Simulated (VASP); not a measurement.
A run of VASP 6.6.1 is set up as follows.

POSCAR

```
AlN
1.0
    3.1135756528      0.0000000000      0.0000000000
   -1.5567878264      2.6964356119      0.0000000000
    0.0000000000      0.0000000000      4.9831268775
Al N
2 2
Direct
    0.3333333333      0.6666666667     -0.0590000000
    0.6666666667      0.3333333333      0.4410000000
    0.3333333333      0.6666666667      0.4410000000
    0.6666666667      0.3333333333      0.9410000000
```

INCAR.step1

```
  PREC = Accurate
  ENCUT = 520
  ISMEAR = 0
  SIGMA = 0.01
  LREAL = F
  LASPH = T
  NELM = 100
  NBANDS = 16
  GGA = PE
  ALGO = Normal
  EDIFF = 1E-4
  LWAVE = T
  LCHARG = F
```

The input INCAR.step2:

```
  PREC = Accurate
  ENCUT = 520
  EDIFF = 1E-6
  ISMEAR = 0
  SIGMA = 0.01
  LREAL = F
  LASPH = T
  NELM = 100
  ALGO = Normal
  ISIF = 2
  LWAVE = F
  LCHARG = F
  METAGGA = R2SCAN
  LMIXTAU = T
  NBANDS = 16
  ISTART = 1
```

KPOINTS

```
Automatic mesh
0
Gamma
  9 9 6
```

Potentials or basis: VASP PAW PBE potentials, release 64 (Al, N).

Run with:

```console
$ cat potpaw_PBE.64/Al/POTCAR potpaw_PBE.64/N/POTCAR > POTCAR
$ cp INCAR.step1 INCAR
$ mpirun -np 1 vasp_std > vasp.out
$ cp INCAR.step2 INCAR
$ mpirun -np 1 vasp_std > vasp.out
```

Task: Predict the pressure.

Result: 7.1 GPa.

Task: Predict the band gap on the k mesh.

Result: 3.28 eV, direct.

Stress tensor (GPa, compression positive):
```
 16.75   0.00   0.00
  0.00  16.75   0.00
  0.00   0.00 -12.20
```

Caveat: the PAW data sets were made with another functional, which shifts forces and pressure a little. r2SCAN opens gaps a little over a GGA but as a rule still falls short of measured ones.
